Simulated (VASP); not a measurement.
# CaB12 (Fm-3m) in VASP: settings compared

CaB12 is run at these levels: PBE, r2SCAN; tasks: single point.

Everything below comes from runs of VASP 6.6.1. Logs are shortened: lines on timing, memory, paths and dates and some standing lists are left out, and cuts for length are marked.

## 1. The cell of the first run

The structure is cubic, space group Fm-3m (No. 225). Conventional cell: a = 7.515 Å, b = 7.515 Å, c = 7.515 Å, α = 90.00°, β = 90.00°, γ = 90.00°. Within 3.7 Å of Ca (site symmetry m-3m) lie 24 B at 2.80 Å. Within 2.3 Å of B (site symmetry mm2) lie 5 B at 1.74 to 1.79 Å.

## 2. Single point, PBE

File INCAR:

```
SYSTEM = CaB12
ALGO = Normal
EDIFF = 1E-6
ENCUT = 520
GGA = PE
ISIF = 2
ISMEAR = 0
LASPH = .TRUE.
LCHARG = .TRUE.
LELF = .TRUE.
LREAL = .FALSE.
LVHAR = .TRUE.
LWAVE = .FALSE.
NBANDS = 35
NELM = 60
PREC = Accurate
SIGMA = 0.1
```

File KPOINTS:

```
k-points
0
G
  10 10 10
  0 0 0
```

File POSCAR:

```
CaB12
1.0
    0.0000000000      3.7575744000      3.7575744000
    3.7575744000      0.0000000000      3.7575744000
    3.7575744000      3.7575744000      0.0000000000
Ca B
1 12
Direct
    0.0000000000      0.0000000000      0.0000000000
    0.8361970000      0.5000000000      0.5000000000
    0.8361970000      0.5000000000      0.1638030000
    0.5000000000      0.8361970000      0.1638030000
    0.5000000000      0.8361970000      0.5000000000
    0.1638030000      0.5000000000      0.5000000000
    0.5000000000      0.1638030000      0.5000000000
    0.5000000000      0.1638030000      0.8361970000
    0.1638030000      0.5000000000      0.8361970000
    0.1638030000      0.8361970000      0.5000000000
    0.5000000000      0.5000000000      0.8361970000
    0.5000000000      0.5000000000      0.1638030000
    0.8361970000      0.1638030000      0.5000000000
```

Potentials or basis: VASP PAW PBE potentials, release 64 (Ca_sv, B).

Launch:

```console
cat potpaw_PBE.64/Ca_sv/POTCAR potpaw_PBE.64/B/POTCAR > POTCAR
mpirun -np 1 vasp_std > vasp.out
```

OUTCAR:

```text
SYSTEM = CaB12
   EDIFF = 1E-6
   ENCUT = 520
   GGA = PE
   ISIF = 2
   ISMEAR = 0
   LASPH = .TRUE.
   LREAL = .FALSE.
   NELM = 60
   PREC = Accurate

 ion  position               nearest neighbor table
   1  0.000  0.000  0.000-
   2  0.836  0.500  0.500-   6 1.74   5 1.79   3 1.79  11 1.79  13 1.79
   3  0.836  0.500  0.164-   9 1.74   4 1.79   2 1.79  12 1.79  13 1.79
   4  0.500  0.836  0.164-   8 1.74   5 1.79   3 1.79  10 1.79  12 1.79
   5  0.500  0.836  0.500-   7 1.74   4 1.79   2 1.79  10 1.79  11 1.79
   6  0.164  0.500  0.500-   2 1.74   7 1.79   9 1.79  10 1.79  12 1.79
   7  0.500  0.164  0.500-   5 1.74   6 1.79   8 1.79  12 1.79  13 1.79
   8  0.500  0.164  0.836-   4 1.74   7 1.79   9 1.79  11 1.79  13 1.79
   9  0.164  0.500  0.836-   3 1.74   6 1.79   8 1.79  10 1.79  11 1.79
  10  0.164  0.836  0.500-  13 1.74   5 1.79   6 1.79   9 1.79   4 1.79
  11  0.500  0.500  0.836-  12 1.74   5 1.79   8 1.79   9 1.79   2 1.79
  12  0.500  0.500  0.164-  11 1.74   4 1.79   6 1.79   7 1.79   3 1.79
  13  0.836  0.164  0.500-  10 1.74   3 1.79   7 1.79   8 1.79   2 1.79

  LATTYP: Found a face centered cubic cell.
 ALAT       =     7.5151488000

  Lattice vectors:

 A1 = (   0.0000000000,   3.7575744000,   3.7575744000)
 A2 = (   3.7575744000,   0.0000000000,   3.7575744000)
 A3 = (   3.7575744000,   3.7575744000,   0.0000000000)

Analysis of symmetry for initial positions (statically):
=====================================================================
 Subroutine PRICEL returns:
 Original cell was already a primitive cell.

 Routine SETGRP: Setting up the symmetry group for a
 face centered cubic supercell.

 Subroutine GETGRP returns: Found 48 space group operations
 (whereof 48 operations were pure point group operations)
 out of a pool of 48 trial point group operations.

The static configuration has the point symmetry O_h .

Analysis of symmetry for dynamics (positions and initial velocities):
=====================================================================
 Subroutine PRICEL returns:
 Original cell was already a primitive cell.

 Routine SETGRP: Setting up the symmetry group for a
 face centered cubic supercell.

 Subroutine GETGRP returns: Found 48 space group operations
 (whereof 48 operations were pure point group operations)
 out of a pool of 48 trial point group operations.

The dynamic configuration has the point symmetry O_h .

 Subroutine INISYM returns: Found 48 space group operations
 (whereof 48 operations are pure point group operations),
 and found     1 'primitive' translations

----------------------------------------------------------------------------------------

                                     Primitive cell

  volume of cell :     106.1091

  direct lattice vectors                    reciprocal lattice vectors
     0.000000000  3.757574400  3.757574400    -0.133064564  0.133064564  0.133064564
     3.757574400  0.000000000  3.757574400     0.133064564 -0.133064564  0.133064564
     3.757574400  3.757574400  0.000000000     0.133064564  0.133064564 -0.133064564

  length of vectors
     5.314012678  5.314012678  5.314012678     0.230474586  0.230474586  0.230474586

  position of ions in fractional coordinates (direct lattice)
     0.000000000  0.000000000  0.000000000
     0.836197000  0.500000000  0.500000000
     0.836197000  0.500000000  0.163803000
     0.500000000  0.836197000  0.163803000
     0.500000000  0.836197000  0.500000000
     0.163803000  0.500000000  0.500000000
     0.500000000  0.163803000  0.500000000
     0.500000000  0.163803000  0.836197000
     0.163803000  0.500000000  0.836197000
     0.163803000  0.836197000  0.500000000
     0.500000000  0.500000000  0.836197000
     0.500000000  0.500000000  0.163803000
     0.836197000  0.163803000  0.500000000

  ion indices of the primitive-cell ions
   primitive index   ion index
                 1           1
                 2           2
                 3           3
                 4           4
                 5           5
                 6           6
                 7           7
                 8           8
                 9           9
                10          10
                11          11
                12          12
                13          13

----------------------------------------------------------------------------------------

 KPOINTS: k-points

Automatic generation of k-mesh.
 Grid dimensions read from file:
 generate k-points for:   10   10   10

 Generating k-lattice:

  Cartesian coordinates                     Fractional coordinates (reciprocal lattice)
    -0.013306456  0.013306456  0.013306456     0.100000000  0.000000000  0.000000000
     0.013306456 -0.013306456  0.013306456     0.000000000  0.100000000  0.000000000
     0.013306456  0.013306456 -0.013306456     0.000000000  0.000000000  0.100000000

  Length of vectors
     0.023047459  0.023047459  0.023047459

  Shift w.r.t. Gamma in fractional coordinates (k-lattice)
     0.000000000  0.000000000  0.000000000

 Subroutine IBZKPT returns following result:
 ===========================================

 Found     47 irreducible k-points:

 Following reciprocal coordinates:
            Coordinates               Weight
  0.000000  0.000000  0.000000      1.000000
  0.100000  0.000000  0.000000      8.000000
  0.200000  0.000000  0.000000      8.000000
  0.300000  0.000000  0.000000      8.000000
  0.400000  0.000000  0.000000      8.000000
  0.500000  0.000000  0.000000      4.000000
[... 16 lines left out ...]
  0.300000  0.300000  0.000000      6.000000
  0.400000  0.300000  0.000000     24.000000
 [... further k-points ...]
   k-points           NKPTS =     47   k-points in BZ     NKDIM =     47   number of bands    NBANDS=     35
   number of dos      NEDOS =    301   number of ions     NIONS =     13
   total plane-waves  NPLWV =  64000
   dimension x,y,z NGX =    40 NGY =   40 NGZ =   40
   dimension x,y,z NGXF=    80 NGYF=   80 NGZF=   80
   ions per type =               1  12
   NGX,Y,Z   is equivalent  to a cutoff of  12.51, 12.51, 12.51 a.u.
   NGXF,Y,Z  is equivalent  to a cutoff of  25.03, 25.03, 25.03 a.u.
 SYSTEM =  CaB12
   PREC   = accura    normal or accurate (medium, high low for compatibility)
   ISTART =      0    job   : 0-new  1-cont  2-samecut
   ICHARG =      2    charge: 1-file 2-atom 10-const
   ISPIN  =      1    spin polarized calculation?
   LNONCOLLINEAR =      F non collinear calculations
   LSORBIT =      F    spin-orbit coupling
   LASPH  =      T    aspherical Exc in radial PAW
   ENCUT  =  520.0 eV  38.22 Ry    6.18 a.u.   9.88  9.88  9.88*2*pi/ulx,y,z
   NELM   =     60;   NELMIN=  2; NELMDL= -5     # of ELM steps
   EDIFF  = 0.1E-05   stopping-criterion for ELM
   LREAL  =      F    real-space projection
   EDIFFG = 0.1E-04   stopping-criterion for IOM
   NSW    =      0    number of steps for IOM
   IBRION =     -1    ionic relax: 0-MD 1-quasi-New 2-CG
   NFREE  =      0    steps in history (QN), initial steepest desc. (CG)
   ISIF   =      2    stress and relaxation
   ISYM   =      2    0-nonsym 1-usesym 2-fastsym
   POTIM  = 0.5000    time-step for ionic-motion
   TEBEG  =    0.0;   TEEND  =   0.0 temperature during run
   PSTRESS=    0.0 pullay stress
   NELECT =      46.0000    total number of electrons
   NUPDOWN=      -1.0000    fix difference up-down
   EMIN   =  10.00;   EMAX   =-10.00  energy-range for DOS
   EFERMI =   0.00;   METHOD = LEGACY
   ISMEAR =     0;   SIGMA  =   0.10  broadening in eV -4-tet -1-fermi 0-gaus
   EFERMI_NEDOS =   21; number of points for ismear=-14 and -15
   IALGO  =     38    algorithm
   IMIX   =      4    mixing-type and parameters
     AMIX     =   0.40;   BMIX     =  1.00
     AMIX_MAG =   1.60;   BMIX_MAG =  1.00
  volume/ion in A,a.u.               =       8.16        55.08
  Fermi-wavevector in a.u.,A,eV,Ry     =   1.239015  2.341399 20.887091  1.535158
  Thomas-Fermi vector in A             =   2.373516
   LORBIT       =      0    0 simple, 1 ext, 2 COOP (PROOUT), +10 PAW based schemes
   GGA     = PE    functional components
   LHFCALC =     F    Hartree Fock is set to
   AEXX    =    0.0000 exact exchange contribution
   IVDW    =     0    specifies the selected vdW correction
   LEPSILON=     F    determine dielectric tensor
   LRPA    =     F    only Hartree local field effects (RPA)
 non-spin polarized calculation
 Gauss-broadening in eV      SIGMA  =   0.10
  energy-cutoff  :      520.00
  volume of cell :      106.11
 maximum number of plane-waves:      2884
   NGX = 19   NGY = 19   NGZ = 19

 number of electron      45.9999998 magnetization

 Free energy of the ion-electron system (eV)
  ---------------------------------------------------
  ext. energy  EPLUGINS =         0.00000000
  ---------------------------------------------------
  free energy    TOTEN  =       -83.97874580 eV

  energy without entropy =      -83.97619235  energy(sigma->0) =      -83.97746908

 E-fermi :   5.0653     XC(G=0): -11.5002

 val. band max:        5.0368774743   @ k =   0.1000   0.1000   0.0000
 cond. band min:       5.0824104632   @ k =  -0.4000   0.5000   0.1000
 fundamental gap:      0.0455329889
 Fermi energy:         5.0652945499

 k-point     1 :       0.0000    0.0000    0.0000
  band No.  band energies     occupation
      1     -34.0014      2.00000
      2     -15.1672      2.00000
      3     -15.1672      2.00000
      4     -15.1672      2.00000
      5      -8.9584      2.00000
      6      -3.9310      2.00000
[... 27 lines left out ...]
     34      11.7117      0.00000
     35      11.7117      0.00000
[... 843 lines left out ...]
      5      -8.2483      2.00000
      6      -5.7126      2.00000
[... 27 lines left out ...]
     34      12.5653      0.00000
     35      12.8234      0.00000

 [... further k-points ...]

------------------------ aborting loop because EDIFF is reached ----------------------------------------

  FORCE on cell =-STRESS in cart. coord.  units (eV):
  Direction    XX          YY          ZZ          XY          YZ          ZX
  --------------------------------------------------------------------------------------
  -------------------------------------------------------------------------------------
  Total        0.1284577      0.1284577      0.1284577      0.0000000      0.0000000     -0.0000000
  in kB        1.9396259      1.9396259      1.9396259      0.0000000      0.0000000     -0.0000000
  external PRESSURE =       1.9396259 kB  Pullay stress =       0.0000000 kB

 VOLUME and BASIS-vectors are now :
 -----------------------------------------------------------------------------
  energy-cutoff  :      520.00
  volume of cell :      106.11
      direct lattice vectors                 reciprocal lattice vectors
     0.000000000  3.757574400  3.757574400    -0.133064564  0.133064564  0.133064564
     3.757574400  0.000000000  3.757574400     0.133064564 -0.133064564  0.133064564
     3.757574400  3.757574400  0.000000000     0.133064564  0.133064564 -0.133064564

 POSITION                                       TOTAL-FORCE (eV/Angst)
 -----------------------------------------------------------------------------------
      0.00000      0.00000      0.00000        -0.000000      0.000000     -0.000000
      3.75757      5.02086      5.02086        -0.000000      0.008119      0.008119
      2.49429      3.75757      5.02086        -0.008119      0.000000      0.008119
      3.75757      2.49429      5.02086        -0.000000     -0.008119      0.008119
      5.02086      3.75757      5.02086         0.008119     -0.000000      0.008119
      3.75757      2.49429      2.49429        -0.000000     -0.008119     -0.008119
      2.49429      3.75757      2.49429        -0.008119      0.000000     -0.008119
      3.75757      5.02086      2.49429        -0.000000      0.008119     -0.008119
      5.02086      3.75757      2.49429         0.008119      0.000000     -0.008119
      5.02086      2.49429      3.75757         0.008119     -0.008119     -0.000000
      5.02086      5.02086      3.75757         0.008119      0.008119     -0.000000
      2.49429      2.49429      3.75757        -0.008119     -0.008119     -0.000000
      2.49429      5.02086      3.75757        -0.008119      0.008119     -0.000000
 -----------------------------------------------------------------------------------
    total drift:                               -0.000000     -0.000000      0.000000

  FREE ENERGIE OF THE ION-ELECTRON SYSTEM (eV)
  ---------------------------------------------------
  free  energy   TOTEN  =       -83.9787458038 eV

  energy  without entropy=      -83.9761923473  energy(sigma->0) =      -83.97746908
```

Wall time 5.2 min (1 thread of AMD EPYC 7R43 (Zen 3), shared host); peak memory 0.27 GiB.

What came out:

- Free energy: -83.9787 eV
- Pressure: 0.2 GPa
- Largest force: 0.011 eV/Å
- Band gap on the k mesh: zero (band 23 reaches 5.18 eV, above the bottom of band 24 at 5.02 eV)

Forces in eV/Å, atoms in the order of the input:
```
Ca   0.000  0.000  0.000
B    0.000  0.008  0.008
B   -0.008  0.000  0.008
B    0.000 -0.008  0.008
B    0.008  0.000  0.008
B    0.000 -0.008 -0.008
B   -0.008  0.000 -0.008
B    0.000  0.008 -0.008
B    0.008  0.000 -0.008
B    0.008 -0.008  0.000
B    0.008  0.008  0.000
B   -0.008 -0.008  0.000
B   -0.008  0.008  0.000
```

(Part 1 of 2 ends here.)
